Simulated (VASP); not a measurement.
Al3Cu: single point with r2SCAN

Al3Cu:

```
CELL_PARAMETERS angstrom
2.61023 0.00000 0.00000
0.00000 2.61023 0.00000
0.00000 0.00000 8.57306
ATOMIC_POSITIONS crystal
Al 0.00000 0.00000 0.50000
Al 0.50000 0.50000 0.22264
Al 0.50000 0.50000 0.77736
Cu 0.00000 0.00000 0.00000
```

This cell differs from its parent crystal: ratio of the length along z to the lengths across it x 1.2, volume and fractional coordinates fixed.

```yaml
Program: VASP 6.6.1
Task: single point
Functional: r2SCAN
Potentials_or_basis: VASP PAW PBE potentials, release 64 (Al, Cu)
Cutoff: 520 eV
k_mesh: 18 × 18 × 8
Occupations: gaussian, width 0.15 eV
Spin: no spin polarisation
```

| Quantity | Value |
| --- | --- |
| Pressure | 3.1 GPa |
| Largest force | 0.174 eV/Å |
| Band gap on the k mesh | zero (bands 10 and 11 overlap by 4.00 eV) |

Forces on the atoms (eV/Å):
```
Al   0.000  0.000  0.000
Al   0.000  0.000  0.174
Al   0.000  0.000 -0.174
Cu   0.000  0.000  0.000
```

Stress tensor (GPa, compression positive):
```
 10.45   0.00   0.00
  0.00  10.45   0.00
  0.00   0.00 -11.60
```

Levels at points of the mesh, in eV from the Fermi level:
| k point | band 7 | band 8 | band 9 | band 10 | band 11 | band 12 | band 13 | band 14 |
| --- | --- | --- | --- | --- | --- | --- | --- | --- |
| (0.00, 0.00, 0.00) | -3.52 | -3.52 | -3.09 | -1.89 | 6.30 | 7.72 | 8.10 | 9.14 |
| (0.50, 0.00, 0.00) | -3.96 | -3.65 | -3.41 | -2.67 | -1.64 | 1.45 | 2.42 | 2.86 |
| (0.50, 0.50, 0.00) | -1.69 | 0.60 | 0.63 | 0.63 | 0.69 | 0.69 | 0.80 | 1.20 |
| (0.00, 0.00, 0.50) | -3.52 | -3.52 | -3.09 | 0.75 | 2.46 | 8.07 | 9.16 | 10.24 |
| (0.50, 0.00, 0.50) | -3.65 | -3.41 | -2.69 | -2.02 | -1.38 | -0.13 | -0.04 | 6.39 |
| (0.50, 0.50, 0.50) | -1.09 | -1.03 | -1.03 | 0.55 | 0.58 | 1.44 | 3.02 | 3.02 |

Run time: 7.8 min on 1 thread of Intel(R) Xeon(R) 6975P-C (Granite Rapids), with other jobs on the host, peak memory 0.37 GiB.

Caveat: the cell stands under pressure; the PAW data sets were made with another functional, which shifts forces and pressure a little.
